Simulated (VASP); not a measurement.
Bi:

```xyz
2
Lattice="3.4886 -3.1326 0.0000 3.4886 3.1326 0.0000 -1.2602 0.0000 3.1136" Properties=species:S:1:pos:R:3 pbc="T T T"
Bi    4.1738    0.0000    2.6695
Bi    1.5432    0.0000    0.4440
```

| Item | Value |
| --- | --- |
| Program | VASP 6.6.1 |
| Task | relaxation of cell and atoms |
| Functional | r2SCAN |
| Dispersion | rVV10 |
| Potentials or basis | VASP PAW PBE potentials, release 64 (Bi_d) |
| Cutoff | 600 eV |
| k mesh | 6 × 6 × 9 |
| Occupations | fermi-dirac, width 0.05 eV |
| Spin | no spin polarisation |

At the start: pressure -1.6 GPa; volume 34.03 Å³/atom.

Question: How do energy, volume and symmetry change on relaxing?

Answer: Over 11 steps the energy falls by 7.7 meV/atom and the volume is 33.13 Å³/atom (-2.6 %); space group C2/m (No. 12, to 0.1 Å) before and after.

The path:
| step | energy change (eV) | largest force (eV/Å) | pressure (GPa) | volume (Å³) |
| --- | --- | --- | --- | --- |
| 1 | 0.0000 | 0.1343 | -1.61 | 68.05 |
| 2 | -0.0093 | 0.0278 | 1.16 | 64.73 |
| 3 | -0.0133 | 0.0662 | 0.12 | 65.86 |
| 4 | -0.0141 | 0.0559 | 0.05 | 65.98 |
| 5 | -0.0144 | 0.0492 | 0.00 | 66.07 |
| 6 | -0.0147 | 0.0393 | 0.00 | 66.12 |
| 7 | -0.0152 | 0.0216 | -0.02 | 66.20 |
| 8 | -0.0151 | 0.0140 | -0.02 | 66.37 |
| 9 | -0.0153 | 0.0069 | -0.02 | 66.28 |
| 10 | -0.0153 | 0.0100 | 0.05 | 66.22 |
| 11 | -0.0153 | 0.0030 | 0.03 | 66.25 |

Final structure:
```cif
data_structure
_symmetry_space_group_name_H-M 'P 1'
_symmetry_Int_Tables_number 1
_cell_length_a 4.6294
_cell_length_b 4.6294
_cell_length_c 3.3526
_cell_angle_alpha 106.119
_cell_angle_beta 106.119
_cell_angle_gamma 83.351
_cell_volume 66.25
loop_
_atom_site_label
_atom_site_type_symbol
_atom_site_fract_x
_atom_site_fract_y
_atom_site_fract_z
_atom_site_occupancy
Bi1 Bi 0.75723 0.75723 0.86046 1
Bi2 Bi 0.24277 0.24277 0.13954 1
```

Caveat: the PAW data sets were made with another functional, which shifts forces and pressure a little.
